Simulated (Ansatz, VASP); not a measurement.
# Two plane-wave programs on Ti2B2Os

The input INCAR:

```
PREC = Accurate
ENCUT = 600
EDIFF = 1E-6
ISMEAR = 0
SIGMA = 0.1
LREAL = F
LASPH = T
NELM = 80
ALGO = Fast
ISIF = 3
LWAVE = F
LCHARG = F
GGA = PE
IBRION = 2
NSW = 90
EDIFFG = -0.04
```

KPOINTS

```
regular mesh
0
Gamma
  6 6 4
```

POSCAR

```
Ti2B2Os
1.0
    3.5446794200      0.0000000000      0.0000000000
   -1.7723397100      3.0697824300      0.0000000000
    0.0000000000      0.0000000000      5.2778791300
Ti B Os
2 2 1
Direct
    0.3333333300      0.6666666700      0.5000000000
    0.6666666700      0.3333333300      0.5000000000
    0.3333333300      0.6666666700      0.0000000000
    0.6666666700      0.3333333300      0.0000000000
    0.0000000000      0.0000000000      0.0000000000
```

Input for Ansatz:

```yaml
crystal:
  lattice:
    - [3.54467942, 0.0, 0.0]
    - [-1.77233971, 3.06978243, 0.0]
    - [0.0, 0.0, 5.27787913]
  atoms:
    - { symbol: Ti, position: [0.33333333, 0.66666667, 0.5] }
    - { symbol: Ti, position: [0.66666667, 0.33333333, 0.5] }
    - { symbol: B, position: [0.33333333, 0.66666667, 0.0] }
    - { symbol: B, position: [0.66666667, 0.33333333, 0.0] }
    - { symbol: Os, position: [0.0, 0.0, 0.0] }
basis:
  ecutwfc: 420
kpoints:
  mp_grid: { grid: [6, 6, 4] }
hamiltonian:
  xc: pbe
scf:
  occupations: { method: gaussian, width: 0.1 }
  lower_state_search: "off"
output:
  forces: true
  stress: true
  eigenvalues: true
relax:
  adjacent_minimum: "off"
  f_tol: 0.04
  max_steps: 70
  cell: { stress_tol: 0.4 }
```

Alike in both runs: task relaxation of cell and atoms; functional PBE; k mesh 6 × 6 × 4; occupations gaussian, width 0.1 eV; no spin polarisation.

```csv
,VASP,Ansatz
version,VASP 6.6.1,Ansatz 0.2.0
potentials or method,"VASP PAW PBE potentials, release 64 (Ti_sv, B, Os), cutoff 600 eV","scalar-relativistic, plane waves, PAW"
valence electrons in the cell,38,46
```

```tsv
	VASP	Ansatz	Ansatz less VASP
gap on the k mesh at the Fermi level, each at its own relaxed structure (eV)	none	none	-
relaxed volume (Å³/atom)	11.97	11.96	-0.011
relaxed length of the cell vector where the two differ most in proportion (Å)	3.972	3.969	-0.0032
```

A gap of «none» marks a metal or a gap that the smearing closes. VASP's potentials hold 38 valence electrons a cell and Ansatz's 46, so a difference there can come from the potentials and not from the codes.

Neither program's run includes spin-orbit coupling.
